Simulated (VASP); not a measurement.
# TaGa2 (Fm-3m) in VASP: relaxation of cell and atoms with PBE

Aim: the relaxation of cell and atoms of TaGa2 with PBE.

All numbers are computed with VASP 6.6.1; they aren't measurements. Logs are shortened: lines on timing, memory, paths and dates and some standing lists are left out, and cuts for length are marked.

## 1. The cell of the first run

It takes space group Fm-3m (No. 225, cubic). The conventional cell has a = 6.229 Å, b = 6.229 Å, c = 6.229 Å, α = 90.00°, β = 90.00°, γ = 90.00°. Ta (site symmetry m-3m) has 8 Ga at 2.70 Å within 3.6 Å. Within 3.6 Å of Ga (site symmetry -43m) lie 4 Ta at 2.70 Å and 6 Ga at 3.11 Å.

The cell was generated, and may not be a known phase.

## 2. Relaxation of cell and atoms, PBE

INCAR reads:

```
SYSTEM = TaGa2
  PREC = Accurate
  ENCUT = 600
  EDIFF = 1E-7
  ISMEAR = 0
  SIGMA = 0.1
  LREAL = .False.
  LASPH = .True.
  NELM = 60
  ALGO = Fast
  ISIF = 3
  LWAVE = .False.
  LCHARG = .False.
  GGA = PE
  IBRION = 2
  NSW = 100
  EDIFFG = -0.01
```

KPOINTS reads:

```
regular mesh
0
Gamma
  14 14 14
  0 0 0
```

POSCAR reads:

```
TaGa2
1.0
    0.0000000000      3.1145496045      3.1145496045
    3.1145496045      0.0000000000      3.1145496045
    3.1145496045      3.1145496045      0.0000000000
Ta Ga
1 2
Direct
    0.0000000000      0.0000000000      0.0000000000
    0.2500000000      0.2500000000      0.2500000000
    0.7500000000      0.7500000000      0.7500000000
```

Potentials or basis: VASP PAW PBE potentials, release 64 (Ta_pv, Ga_d).

The run is started by

```bash
$ cat potpaw_PBE.64/Ta_pv/POTCAR potpaw_PBE.64/Ga_d/POTCAR > POTCAR
$ mpirun -np 1 vasp_std > vasp.out
```

OUTCAR:

```text
SYSTEM = TaGa2
   PREC = Accurate
   ENCUT = 600
   EDIFF = 1E-7
   ISMEAR = 0
   LREAL = .False.
   LASPH = .True.
   NELM = 60
   ISIF = 3
   GGA = PE
   IBRION = 2
   NSW = 100
   EDIFFG = -0.01

 ion  position               nearest neighbor table
   1  0.000  0.000  0.000-   3 2.70   3 2.70   3 2.70   2 2.70   3 2.70   2 2.70   2 2.70   2 2.70

   2  0.250  0.250  0.250-   1 2.70   1 2.70   1 2.70   1 2.70
   3  0.750  0.750  0.750-   1 2.70   1 2.70   1 2.70   1 2.70

  LATTYP: Found a face centered cubic cell.
 ALAT       =     6.2290992090

  Lattice vectors:

 A1 = (   0.0000000000,   3.1145496045,   3.1145496045)
 A2 = (   3.1145496045,   0.0000000000,   3.1145496045)
 A3 = (   3.1145496045,   3.1145496045,   0.0000000000)

Analysis of symmetry for initial positions (statically):
=====================================================================
 Subroutine PRICEL returns:
 Original cell was already a primitive cell.

 Routine SETGRP: Setting up the symmetry group for a
 face centered cubic supercell.

 Subroutine GETGRP returns: Found 48 space group operations
 (whereof 48 operations were pure point group operations)
 out of a pool of 48 trial point group operations.

The static configuration has the point symmetry O_h .

Analysis of symmetry for dynamics (positions and initial velocities):
=====================================================================
 Subroutine PRICEL returns:
 Original cell was already a primitive cell.

 Routine SETGRP: Setting up the symmetry group for a
 face centered cubic supercell.

 Subroutine GETGRP returns: Found 48 space group operations
 (whereof 48 operations were pure point group operations)
 out of a pool of 48 trial point group operations.

The dynamic configuration has the point symmetry O_h .

 Subroutine INISYM returns: Found 48 space group operations
 (whereof 48 operations are pure point group operations),
 and found     1 'primitive' translations

----------------------------------------------------------------------------------------

                                     Primitive cell

  volume of cell :      60.4249

  direct lattice vectors                    reciprocal lattice vectors
     0.000000000  3.114549605  3.114549605    -0.160536856  0.160536856  0.160536856
     3.114549605  0.000000000  3.114549605     0.160536856 -0.160536856  0.160536856
     3.114549605  3.114549605  0.000000000     0.160536856  0.160536856 -0.160536856

  length of vectors
     4.404638291  4.404638291  4.404638291     0.278057990  0.278057990  0.278057990

  position of ions in fractional coordinates (direct lattice)
     0.000000000  0.000000000  0.000000000
     0.250000000  0.250000000  0.250000000
     0.750000000  0.750000000  0.750000000

  ion indices of the primitive-cell ions
   primitive index   ion index
                 1           1
                 2           2
                 3           3

----------------------------------------------------------------------------------------

 KPOINTS: regular mesh

Automatic generation of k-mesh.
 Grid dimensions read from file:
 generate k-points for:   14   14   14

 Generating k-lattice:

  Cartesian coordinates                     Fractional coordinates (reciprocal lattice)
    -0.011466918  0.011466918  0.011466918     0.071428571  0.000000000  0.000000000
     0.011466918 -0.011466918  0.011466918     0.000000000  0.071428571  0.000000000
     0.011466918  0.011466918 -0.011466918     0.000000000  0.000000000  0.071428571

  Length of vectors
     0.019861285  0.019861285  0.019861285

  Shift w.r.t. Gamma in fractional coordinates (k-lattice)
     0.000000000  0.000000000  0.000000000

 Subroutine IBZKPT returns following result:
 ===========================================

 Found    104 irreducible k-points:

 Following reciprocal coordinates:
            Coordinates               Weight
  0.000000  0.000000  0.000000      1.000000
  0.071429  0.000000  0.000000      8.000000
  0.142857  0.000000  0.000000      8.000000
  0.214286  0.000000  0.000000      8.000000
  0.285714  0.000000  0.000000      8.000000
  0.357143  0.000000  0.000000      8.000000
[... 16 lines left out ...]
  0.214286  0.142857  0.000000     24.000000
  0.285714  0.142857  0.000000     24.000000
 [... further k-points ...]
   k-points           NKPTS =    104   k-points in BZ     NKDIM =    104   number of bands    NBANDS=     22
   number of dos      NEDOS =    301   number of ions     NIONS =      3
   total plane-waves  NPLWV =  46656
   dimension x,y,z NGX =    36 NGY =   36 NGZ =   36
   dimension x,y,z NGXF=    72 NGYF=   72 NGZF=   72
   ions per type =               1   2
   NGX,Y,Z   is equivalent  to a cutoff of  13.59, 13.59, 13.59 a.u.
   NGXF,Y,Z  is equivalent  to a cutoff of  27.18, 27.18, 27.18 a.u.
 SYSTEM =  TaGa2
   PREC   = accura    normal or accurate (medium, high low for compatibility)
   ISTART =      0    job   : 0-new  1-cont  2-samecut
   ICHARG =      2    charge: 1-file 2-atom 10-const
   ISPIN  =      1    spin polarized calculation?
   LNONCOLLINEAR =      F non collinear calculations
   LSORBIT =      F    spin-orbit coupling
   LASPH  =      T    aspherical Exc in radial PAW
   ENCUT  =  600.0 eV  44.10 Ry    6.64 a.u.   8.80  8.80  8.80*2*pi/ulx,y,z
   NELM   =     60;   NELMIN=  2; NELMDL= -5     # of ELM steps
   EDIFF  = 0.1E-06   stopping-criterion for ELM
   LREAL  =      F    real-space projection
   EDIFFG = -.1E-01   stopping-criterion for IOM
   NSW    =    100    number of steps for IOM
   IBRION =      2    ionic relax: 0-MD 1-quasi-New 2-CG
   NFREE  =      1    steps in history (QN), initial steepest desc. (CG)
   ISIF   =      3    stress and relaxation
   ISYM   =      2    0-nonsym 1-usesym 2-fastsym
   POTIM  = 0.5000    time-step for ionic-motion
   TEBEG  =    0.0;   TEEND  =   0.0 temperature during run
   PSTRESS=    0.0 pullay stress
   NELECT =      37.0000    total number of electrons
   NUPDOWN=      -1.0000    fix difference up-down
   EMIN   =  10.00;   EMAX   =-10.00  energy-range for DOS
   EFERMI =   0.00;   METHOD = LEGACY
   ISMEAR =     0;   SIGMA  =   0.10  broadening in eV -4-tet -1-fermi 0-gaus
   EFERMI_NEDOS =   21; number of points for ismear=-14 and -15
   IALGO  =     68    algorithm
   IMIX   =      4    mixing-type and parameters
     AMIX     =   0.40;   BMIX     =  1.00
     AMIX_MAG =   1.60;   BMIX_MAG =  1.00
  volume/ion in A,a.u.               =      20.14       135.92
  Fermi-wavevector in a.u.,A,eV,Ry     =   1.390177  2.627054 26.294518  1.932593
  Thomas-Fermi vector in A             =   2.514137
   LORBIT       =      0    0 simple, 1 ext, 2 COOP (PROOUT), +10 PAW based schemes
   GGA     = PE    functional components
   LHFCALC =     F    Hartree Fock is set to
   AEXX    =    0.0000 exact exchange contribution
   IVDW    =     0    specifies the selected vdW correction
   LEPSILON=     F    determine dielectric tensor
   LRPA    =     F    only Hartree local field effects (RPA)
 conjugate gradient relaxation of ions
 non-spin polarized calculation
 RMM-DIIS sequential band-by-band and
 Gauss-broadening in eV      SIGMA  =   0.10
  energy-cutoff  :      600.00
  volume of cell :       60.42
 maximum number of plane-waves:      2044
   NGX = 17   NGY = 17   NGZ = 17

--------------------------------------- Ionic step        1  -------------------------------------------

 number of electron      36.9999984 magnetization

 Free energy of the ion-electron system (eV)
  ---------------------------------------------------
  ext. energy  EPLUGINS =         0.00000000
  ---------------------------------------------------
  free energy    TOTEN  =       -16.25152684 eV

  energy without entropy =      -16.23737684  energy(sigma->0) =      -16.24445184

------------------------ aborting loop because EDIFF is reached ----------------------------------------

  FORCE on cell =-STRESS in cart. coord.  units (eV):
  Direction    XX          YY          ZZ          XY          YZ          ZX
  --------------------------------------------------------------------------------------
  -------------------------------------------------------------------------------------
  Total        0.1512001      0.1512001      0.1512001      0.0000000     -0.0000000      0.0000000
  in kB        4.0090998      4.0090998      4.0090998      0.0000000     -0.0000000      0.0000000
  external PRESSURE =       4.0090998 kB  Pullay stress =       0.0000000 kB

 VOLUME and BASIS-vectors are now :
 -----------------------------------------------------------------------------
  energy-cutoff  :      600.00
  volume of cell :       60.42
      direct lattice vectors                 reciprocal lattice vectors
     0.000000000  3.114549605  3.114549605    -0.160536856  0.160536856  0.160536856
     3.114549605  0.000000000  3.114549605     0.160536856 -0.160536856  0.160536856
     3.114549605  3.114549605  0.000000000     0.160536856  0.160536856 -0.160536856
[... 38 lines left out ...]
 POSITION                                       TOTAL-FORCE (eV/Angst)
 -----------------------------------------------------------------------------------
      3.12212      6.24424      3.12212        -0.000000      0.000000      0.000000
      1.56106      1.56106      1.56106        -0.000000     -0.000000     -0.000000
      4.68318      4.68318      4.68318         0.000000      0.000000      0.000000
 -----------------------------------------------------------------------------------
    total drift:                                0.000000      0.000000      0.000000

  FREE ENERGIE OF THE ION-ELECTRON SYSTEM (eV)
  ---------------------------------------------------
  free  energy   TOTEN  =       -16.2516968883 eV

  energy  without entropy=      -16.2374482928  energy(sigma->0) =      -16.24457259

--------------------------------------- Ionic step        3  -------------------------------------------

 number of electron      36.9999986 magnetization

 Free energy of the ion-electron system (eV)
  ---------------------------------------------------
  ext. energy  EPLUGINS =         0.00000000
  ---------------------------------------------------
  free energy    TOTEN  =       -16.25185064 eV

  energy without entropy =      -16.23764563  energy(sigma->0) =      -16.24474814

 E-fermi :   4.7863     XC(G=0): -10.9465

 val. band max:        4.7759632527   @ k =  -0.4286   0.3571   0.0714
 cond. band min:       4.7889052404   @ k =  -0.4286   0.4286   0.0714
 fundamental gap:      0.0129419878
 Fermi energy:         4.7863087630

 k-point     1 :       0.0000    0.0000    0.0000
  band No.  band energies     occupation
      1     -30.0849      2.00000
      2     -30.0849      2.00000
      3     -30.0849      2.00000
      4      -9.9467      2.00000
      5      -9.9467      2.00000
      6      -9.8734      2.00000
[... 14 lines left out ...]
     21      10.0870      0.00000
     22      10.0873      0.00000
[... 552 lines left out ...]
  band No.  band energies     occupation
      1     -30.0930      2.00000
      2     -30.0870      2.00000
      3     -30.0870      2.00000
      4      -9.9243      2.00000
      5      -9.8939      2.00000
      6      -9.8749      2.00000
[... 14 lines left out ...]
     21       6.8379      0.00000
     22       7.6486      0.00000

 [... further k-points ...]

------------------------ aborting loop because EDIFF is reached ----------------------------------------

  FORCE on cell =-STRESS in cart. coord.  units (eV):
  Direction    XX          YY          ZZ          XY          YZ          ZX
  --------------------------------------------------------------------------------------
  -------------------------------------------------------------------------------------
  Total       -0.0025881     -0.0025881     -0.0025881     -0.0000000      0.0000000      0.0000000
  in kB       -0.0683285     -0.0683285     -0.0683285     -0.0000000      0.0000000      0.0000000
  external PRESSURE =      -0.0683285 kB  Pullay stress =       0.0000000 kB

 VOLUME and BASIS-vectors are now :
 -----------------------------------------------------------------------------
  energy-cutoff  :      600.00
  volume of cell :       60.69
      direct lattice vectors                 reciprocal lattice vectors
     0.000000000  3.119019694  3.119019694    -0.160306779  0.160306779  0.160306779
     3.119019694 -0.000000000  3.119019694     0.160306779 -0.160306779  0.160306779
     3.119019694  3.119019694  0.000000000     0.160306779  0.160306779 -0.160306779

 POSITION                                       TOTAL-FORCE (eV/Angst)
 -----------------------------------------------------------------------------------
      0.00000     -0.00000      0.00000        -0.000000     -0.000000     -0.000000
      1.55951      1.55951      1.55951         0.000000      0.000000      0.000000
      4.67853      4.67853      4.67853        -0.000000     -0.000000     -0.000000
 -----------------------------------------------------------------------------------
    total drift:                                0.000000      0.000000      0.000000

  FREE ENERGIE OF THE ION-ELECTRON SYSTEM (eV)
  ---------------------------------------------------
  free  energy   TOTEN  =       -16.2518506442 eV

  energy  without entropy=      -16.2376456317  energy(sigma->0) =      -16.24474814

 reached required accuracy - stopping structural energy minimisation
```

Run time: 4.3 min. Hardware: 1 thread of Intel Xeon 6975P-C (Granite Rapids), shared host; peak memory 0.33 GiB.

What came out:

```
Free energy                           : -16.2519 eV
Relaxed volume                        : 20.23 Å³/atom
Relaxed cell                          : a = 4.411 Å, b = 4.411 Å, c = 4.411 Å, α = 60.00°, β = 60.00°, γ = 60.00°
Space group after relaxing (to 0.1 Å) : Fm-3m (No. 225)
Energy gained by relaxing             : 0.1 meV/atom
Ionic steps                           : 3
Pressure after relaxing               : 0.0 GPa
Band gap on the k mesh                : zero (an odd number of electrons rules out a gap without spin polarisation)
```

The path:
```csv
step,energy change (eV),largest force (eV/Å),pressure (GPa),volume (Å³)
1,0.0000,0.0000,0.40,60.42
2,-0.0002,0.0000,-0.27,60.87
3,-0.0003,0.0000,-0.01,60.69
```

Final structure:
```
Ta Ga
1.0
     0.00000    3.11902    3.11902
     3.11902    0.00000    3.11902
     3.11902    3.11902    0.00000
Ta Ga
1 2
Direct
  0.00000 0.00000 0.00000
  0.25000 0.25000 0.25000
  0.75000 0.75000 0.75000
```

Levels at points of the mesh, in eV from the Fermi level:
```csv
k point,band 15,band 16,band 17,band 18,band 19,band 20,band 21,band 22
"(0.00, 0.00, 0.00)",-2.76,-2.76,-2.76,-0.98,0.26,0.26,5.30,5.30
"(0.50, 0.00, 0.00)",-6.41,-2.09,-2.09,-0.72,0.63,0.63,1.49,1.49
"(0.50, 0.50, 0.00)",-5.54,-4.94,-1.30,-1.30,0.01,0.09,0.09,0.86
```

Caveat: spin-orbit coupling is left out, which moves the levels of the heavy elements.
